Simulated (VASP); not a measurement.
# Co (P6_3/mmc) in VASP: a series of runs, part 2 of 2

VASP 6.6.1. The steps go on from the part before.

## (4) Single point, PBE, collinear spin, ferromagnetic start (12.20 Å³/atom)

This run uses another cell than the first one, of 12.20 Å³/atom.

Contents of INCAR:

```
  ALGO = Normal
  EDIFF = 1E-6
  ENCUT = 520
  GGA = PE
  ISIF = 2
  ISMEAR = -1
  ISPIN = 2
  LASPH = T
  LCHARG = F
  LMAXMIX = 4
  LORBIT = 11
  LREAL = F
  LWAVE = F
  MAGMOM = 1.707 1.707 1.725 1.725
  NBANDS = 30
  NELM = 150
  PREC = Accurate
  SIGMA = 0.05
```

Contents of KPOINTS:

```
k-points
0
Gamma
  16 16 5
```

Contents of POSCAR:

```
Co
1.0
    2.5912360617      0.0000000000      0.0000000000
   -1.2956180309      2.2440762566      0.0000000000
    0.0000000000      0.0000000000      8.3928588675
Co
4
Direct
    0.0000000000      1.0000000000      0.0000000000
    1.0000000000      1.0000000000      0.5000000000
    0.3333333333      0.6666666667      0.2500000000
    0.6666666667      0.3333333333      0.7500000000
```

Potentials or basis: VASP PAW PBE potentials, release 64 (Co).

On the command line:

```
> cat potpaw_PBE.64/Co/POTCAR > POTCAR
> mpirun -np 1 vasp_std > vasp.out
```

OUTCAR:

```text
EDIFF = 1E-6
   ENCUT = 520
   GGA = PE
   ISIF = 2
   ISMEAR = -1
   ISPIN = 2
   LASPH = T
   LORBIT = 11
   LREAL = F
   NELM = 150
   PREC = Accurate

 ion  position               nearest neighbor table
   1  0.000  0.000  0.000-   3 2.58   4 2.58   3 2.58   4 2.58   4 2.58   3 2.58
   2  0.000  0.000  0.500-   3 2.58   4 2.58   3 2.58   4 2.58   4 2.58   3 2.58
   3  0.333  0.667  0.250-   1 2.58   2 2.58   1 2.58   2 2.58   1 2.58   2 2.58
   4  0.667  0.333  0.750-   1 2.58   2 2.58   1 2.58   2 2.58   1 2.58   2 2.58

  LATTYP: Found a hexagonal cell.
 ALAT       =     2.5912360617
 C/A-ratio  =     3.2389402847

  Lattice vectors:

 A1 = (   2.5912360617,   0.0000000000,   0.0000000000)
 A2 = (  -1.2956180309,   2.2440762566,   0.0000000000)
 A3 = (   0.0000000000,   0.0000000000,   8.3928588675)

Analysis of symmetry for initial positions (statically):
=====================================================================
 Subroutine PRICEL returns:
 Original cell was already a primitive cell.

 Routine SETGRP: Setting up the symmetry group for a
 hexagonal supercell.

 Subroutine GETGRP returns: Found 24 space group operations
 (whereof 12 operations were pure point group operations)
 out of a pool of 24 trial point group operations.

The static configuration has the point symmetry D_3d.
 The point group associated with its full space group is D_6h.

Analysis of symmetry for dynamics (positions and initial velocities):
=====================================================================
 Subroutine PRICEL returns:
 Original cell was already a primitive cell.

 Routine SETGRP: Setting up the symmetry group for a
 hexagonal supercell.

 Subroutine GETGRP returns: Found 24 space group operations
 (whereof 12 operations were pure point group operations)
[... 166 lines left out ...]
  free energy    TOTEN  =       -27.78351986 eV

  energy without entropy =      -27.74884127  energy(sigma->0) =      -27.76618057

 E-fermi :   8.7575     XC(G=0): -12.7297

 val. band max:        8.7559528477   @ k =   0.1250   0.0000   0.2000
 cond. band min:       8.7599640362   @ k =   0.2500   0.1250   0.0000
 fundamental gap:      0.0040111885
 Fermi energy:         8.7574715548

 spin component 1

 k-point     1 :       0.0000    0.0000    0.0000
  band No.  band energies     occupation
      1       0.4503      1.00000
      2       2.5129      1.00000
      3       2.5378      1.00000
      4       4.0641      1.00000
      5       5.9477      1.00000
      6       5.9722      1.00000
[... 781 lines left out ...]
     29      19.3371      0.00000
     30      20.8391      0.00000

 [... further k-points ...]

 spin component 2

 k-point     1 :       0.0000    0.0000    0.0000
  band No.  band energies     occupation
      1       0.4370      1.00000
      2       2.5759      1.00000
      3       2.5811      1.00000
      4       5.0453      1.00000
      5       7.3777      1.00000
      6       7.4422      1.00000
[... 781 lines left out ...]
     29      19.8483      0.00000
     30      21.2941      0.00000

 [... further k-points ...]

------------------------ aborting loop because EDIFF is reached ----------------------------------------

  FORCE on cell =-STRESS in cart. coord.  units (eV):
  Direction    XX          YY          ZZ          XY          YZ          ZX
  --------------------------------------------------------------------------------------
  -------------------------------------------------------------------------------------
  Total       -5.6155595     -5.6155595     -5.6126346      0.0000000      0.0000000      0.0000000
  in kB     -184.3525327   -184.3525327   -184.2565107      0.0000000      0.0000000      0.0000000
  external PRESSURE =    -184.3205254 kB  Pullay stress =       0.0000000 kB

 VOLUME and BASIS-vectors are now :
 -----------------------------------------------------------------------------
  energy-cutoff  :      520.00
  volume of cell :       48.80
      direct lattice vectors                 reciprocal lattice vectors
     2.591236062  0.000000000  0.000000000     0.385916210  0.222808828  0.000000000
    -1.295618031  2.244076257  0.000000000     0.000000000  0.445617655  0.000000000
     0.000000000  0.000000000  8.392858867     0.000000000  0.000000000  0.119148912

 POSITION                                       TOTAL-FORCE (eV/Angst)
 -----------------------------------------------------------------------------------
      0.00000      0.00000      0.00000        -0.000000      0.000000      0.000000
      0.00000      0.00000      4.19643        -0.000000      0.000000      0.000000
     -0.00000      1.49605      2.09821        -0.000000      0.000000     -0.000000
      1.29562      0.74803      6.29464         0.000000      0.000000      0.000000
 -----------------------------------------------------------------------------------
    total drift:                                0.000000     -0.000000      0.000000

  FREE ENERGIE OF THE ION-ELECTRON SYSTEM (eV)
  ---------------------------------------------------
  free  energy   TOTEN  =       -27.7835198604 eV

  energy  without entropy=      -27.7488412739  energy(sigma->0) =      -27.76618057

 total charge

# of ion       s       p       d       tot
------------------------------------------
    1        0.445   0.429   7.194   8.069
    2        0.445   0.429   7.194   8.069
    3        0.445   0.431   7.189   8.065
    4        0.445   0.431   7.189   8.065
--------------------------------------------------
tot          1.780   1.721  28.766  32.267

 magnetization (x)

# of ion       s       p       d       tot
------------------------------------------
    1       -0.012  -0.048   1.813   1.753
    2       -0.012  -0.048   1.813   1.753
    3       -0.011  -0.049   1.827   1.767
    4       -0.011  -0.049   1.827   1.767
--------------------------------------------------
tot         -0.046  -0.194   7.280   7.040
```

OSZICAR:

```text
N       E                     dE             d eps       ncg     rms          rms(c)
DAV:   1     0.234122949581E+03    0.23412E+03   -0.15216E+04 10880   0.154E+03
DAV:   2    -0.177387937644E+02   -0.25186E+03   -0.23547E+03 10806   0.303E+02
DAV:   3    -0.318081150774E+02   -0.14069E+02   -0.13128E+02 12018   0.970E+01
DAV:   4    -0.320542534611E+02   -0.24614E+00   -0.24574E+00 13344   0.125E+01
DAV:   5    -0.320641089077E+02   -0.98554E-02   -0.98545E-02 14788   0.192E+00    0.193E+01
DAV:   6    -0.290501139994E+02    0.30140E+01   -0.31760E+01 12048   0.800E+01    0.125E+01
DAV:   7    -0.282647912107E+02    0.78532E+00   -0.63359E+00 12386   0.427E+01    0.130E+01
DAV:   8    -0.286779040767E+02   -0.41311E+00   -0.60464E+00 12710   0.507E+01    0.153E+01
DAV:   9    -0.277983968974E+02    0.87951E+00   -0.15993E+00 13018   0.266E+01    0.238E+00
DAV:  10    -0.277859527543E+02    0.12444E-01   -0.16837E-01 12440   0.432E+00    0.919E-01
DAV:  11    -0.277828127910E+02    0.31400E-02   -0.12049E-02 13850   0.104E+00    0.407E-01
DAV:  12    -0.277834875374E+02   -0.67475E-03   -0.26619E-03 14198   0.564E-01    0.231E-01
DAV:  13    -0.277835203842E+02   -0.32847E-04   -0.79147E-04 12910   0.482E-01    0.681E-02
DAV:  14    -0.277835199351E+02    0.44904E-06   -0.97561E-05 17806   0.122E-01    0.531E-02
DAV:  15    -0.277835229223E+02   -0.29872E-05   -0.22836E-05 12482   0.701E-02    0.380E-02
DAV:  16    -0.277835195237E+02    0.33986E-05   -0.18876E-05 12184   0.869E-02    0.118E-02
DAV:  17    -0.277835198604E+02   -0.33662E-06   -0.20422E-06  7896   0.216E-02
   1 F= -.27783520E+02 E0= -.27766181E+02  d E =-.346786E-01  mag=     6.8775
```

Wall time 3.4 min (1 thread of Intel Xeon Platinum 8488C (Sapphire Rapids), shared host); peak memory 0.3 GiB.

Results:

* Free energy: -27.7835 eV
* Pressure: -18.4 GPa
* Net moment: 6.88 μB per cell
* Site moments: Co +1.75, +1.77 (each value once) μB
* Valence electrons inside the program's atomic spheres: Co 8.07, 8.06 (each value once)

Caveat: the cell stands under tension.

## (5) Relaxation of cell and atoms, PBE

This run uses another cell than the first one, of 11.07 Å³/atom.

Contents of INCAR:

```
SYSTEM = Co
PREC = Accurate
ENCUT = 690
EDIFF = 1E-7
ISMEAR = -1
SIGMA = 0.1
LREAL = .False.
LASPH = .True.
NELM = 120
ALGO = Normal
ISIF = 3
LWAVE = .False.
LCHARG = .False.
GGA = PE
IBRION = 2
NSW = 80
EDIFFG = -0.01
GGA_COMPAT = .False.
NELMIN = 4
```

Contents of KPOINTS:

```
Automatic mesh
0
Gamma
  14 14 4
  0 0 0
```

Contents of POSCAR:

```
Co
1.0
    2.5018845205      0.0000000000      0.0000000000
   -1.2509422603      2.1666955521      0.0000000000
    0.0000000000      0.0000000000      8.1711548441
Co
4
Direct
    0.0000000000      0.0000000000      0.0000000000
    0.0000000000      0.0000000000      0.5000000000
    0.3333333333      0.6666666667      0.2500000000
    0.6666666667      0.3333333333      0.7500000000
```

Potentials or basis: VASP PAW PBE potentials, release 64 (Co_sv).

On the command line:

```
> cat potpaw_PBE.64/Co_sv/POTCAR > POTCAR
> mpirun -np 1 vasp_std > vasp.out
```

It took 19 min on 1 thread of AMD EPYC 9R45 (Zen 5), shared host; peak memory 0.26 GiB.

It converged, with:

* Free energy: -27.8301 eV
* Relaxed volume: 10.32 Å³/atom
* Relaxed cell: a = 2.446 Å, b = 2.446 Å, c = 7.962 Å, α = 90.00°, β = 90.00°, γ = 120.00°
* Space group after relaxing (to 0.1 Å): P6_3/mmc (No. 194)
* Energy gained by relaxing: 39.6 meV/atom
* Ionic steps: 8
* Pressure after relaxing: 0.0 GPa
* Band gap on the k mesh: zero (bands 34 and 35 overlap by 1.14 eV)

Step by step:
```tsv
step	energy change (eV)	largest force (eV/Å)	pressure (GPa)	volume (Å³)
1	0.0000	0.0000	-15.66	44.29
2	0.1349	0.0000	28.64	37.71
3	-0.1580	0.0000	-0.37	41.33
4	-0.1581	0.0000	-0.03	41.27
5	-0.1581	0.0000	0.35	41.21
6	-0.1581	0.0000	-0.41	41.33
7	-0.1582	0.0000	-0.10	41.28
8	-0.1582	0.0000	0.01	41.27
```

Final structure:
```
Co
1.0
     2.44635    0.00000    0.00000
    -1.22317    2.11860    0.00000
     0.00000    0.00000    7.96215
Co
4
Direct
  0.00000 0.00000 0.00000
  0.00000 0.00000 0.50000
  0.33333 0.66667 0.25000
  0.66667 0.33333 0.75000
```

Levels at points of the mesh, in eV from the Fermi level:
```csv
k point,band 31,band 32,band 33,band 34,band 35,band 36,band 37,band 38
"(0.00, 0.00, 0.00)",-1.63,-0.86,-0.86,-0.47,-0.47,-0.21,-0.19,-0.19
"(0.50, 0.00, 0.00)",0.33,0.37,0.39,0.43,0.48,0.49,0.52,1.55
"(0.00, 0.00, 0.50)",-1.65,-1.65,-0.66,-0.66,-0.66,-0.66,0.07,0.07
"(0.50, 0.00, 0.50)",-0.04,-0.04,0.35,0.35,0.47,0.47,1.87,1.87
```

Caveat: the highest band is partly filled, so the run has too few bands; the run has no spin polarisation, though such a crystal can be magnetic. Spin polarisation is off, so any magnetic state and its effect on volume and gap are missing.

## (6) Overview

| task | potentials or basis | spin | cell | k mesh | cutoff (eV) | smearing | gap on the mesh (eV) | pressure (GPa) | moment (μB) |
| --- | --- | --- | --- | --- | --- | --- | --- | --- | --- |
| single point | VASP PAW PBE potentials, release 64 (Co) | collinear, ferromagnetic start | a = 2.495, b = 2.495, c = 8.082 Å, angles 90.0, 90.0, 120.0°, 4 atoms | 19 × 19 × 5 | 520 | fermi-dirac 0.05 eV | none | -0.7 | 6.54 |
| single point | VASP PAW PBE potentials, release 64 (Co) | collinear, ferromagnetic start | a = 2.560, b = 2.560, c = 8.292 Å, angles 90.0, 90.0, 120.0°, 4 atoms | 16 × 16 × 5 | 520 | fermi-dirac 0.05 eV | none | -13.9 | 6.76 |
| single point | VASP PAW PBE potentials, release 64 (Co) | collinear, ferromagnetic start | a = 2.591, b = 2.591, c = 8.393 Å, angles 90.0, 90.0, 120.0°, 4 atoms | 16 × 16 × 5 | 520 | fermi-dirac 0.05 eV | none | -18.4 | 6.88 |
| relaxation of cell and atoms | VASP PAW PBE potentials, release 64 (Co_sv) | off | relaxed from a = 2.502, b = 2.502, c = 8.171 Å, angles 90.0, 90.0, 120.0°, 4 atoms | 14 × 14 × 4 | 690 | fermi-dirac 0.1 eV | none | 0.0 | - |

Alike in all rows: level PBE.

Caveats: the cell stands under tension (at least some runs); the highest band is partly filled, so the run has too few bands (at least some runs).

Absolute energies hang on the potentials; compare differences alone.
